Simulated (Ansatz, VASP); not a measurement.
## ZnCl3: VASP beside Ansatz

```
Zn Cl
1.0
     0.00000    3.41577    3.41577
     3.41577    0.00000    3.41577
     3.41577    3.41577    0.00000
Zn Cl
1 3
Cartesian
  0.0000 0.0000 0.0000
  1.7079 1.7079 1.7079
  5.1237 5.1237 5.1237
  3.4158 3.4158 3.4158
```

Change from the starting cell: species swapped into the ScZn3 type (Fm-3m, No. 225).

Alike in both runs: task relaxation of cell and atoms; functional PBE; k mesh 12 × 12 × 12; occupations gaussian, width 0.1 eV; no spin polarisation.

|  | VASP | Ansatz |
| --- | --- | --- |
| version | VASP 6.6.1 | Ansatz 0.2.0 |
| potentials or method | VASP PAW PBE potentials, release 64 (Zn, Cl), cutoff 600 eV | scalar-relativistic, plane waves, PAW |
| valence electrons in the cell | 33 | 33 |

|  | VASP | Ansatz | Ansatz less VASP |
| --- | --- | --- | --- |
| gap on the k mesh at the Fermi level, each at its own relaxed structure (eV) | none | none | - |
| relaxed volume (Å³/atom) | 19.87 | 19.86 | -0.005 |
| relaxed length of the cell vector where the two differ most in proportion (Å) | 4.826 | 4.825 | -0.0004 |

A gap of «none» marks a metal or a gap that the smearing closes.
